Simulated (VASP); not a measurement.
Wanted: the native input for a VASP 6.6.1 run.

- Task: single point
- Functional: PBE
- Potentials or basis: VASP PAW PBE potentials, release 64 (Si)
- Cutoff: 520 eV
- k mesh: 6 × 6 × 6
- Occupations: fermi-dirac, width 0.06 eV
- Spin: no spin polarisation
- Dipole correction: no
- Further INCAR settings: ALGO = Normal; EDIFF = 1e-06; NBANDS = 11

The structure of Si lies in POSCAR:

```
Si
1.0
    0.0000000000      2.7218511865      2.7218511865
    2.7218511865      0.0000000000      2.7218511865
    2.7218511865      2.7218511865      0.0000000000
Si
2
Direct
    0.5000000000      0.5000000000      0.5000000000
    0.7500000000      0.7500000000      0.7500000000
```

These files were run (other wordings do the same):

INCAR

```
SYSTEM = Si
  PREC = Accurate
  ENCUT = 520
  EDIFF = 1E-6
  ISMEAR = -1
  SIGMA = 0.06
  LREAL = .FALSE.
  LASPH = .TRUE.
  NELM = 80
  ALGO = Normal
  ISIF = 2
  LWAVE = .FALSE.
  LCHARG = .FALSE.
  GGA = PE
  NBANDS = 11
```

KPOINTS

```
Automatic mesh
0
G
  6 6 6
  0 0 0
```

Potentials or basis: VASP PAW PBE potentials, release 64 (Si).

Run with:

```sh
$ cat potpaw_PBE.64/Si/POTCAR > POTCAR
$ mpirun -np 1 vasp_std > vasp.out
```

Results of the run:

* Pressure: 1.3 GPa
* Band gap on the k mesh: 0.72 eV, indirect (least direct gap 2.56 eV)

Run time: 11 s on 1 thread of Intel(R) Xeon(R) Platinum 8375C CPU @ 2.90GHz (Ice Lake) (shared host), peak memory 0.15 GiB.
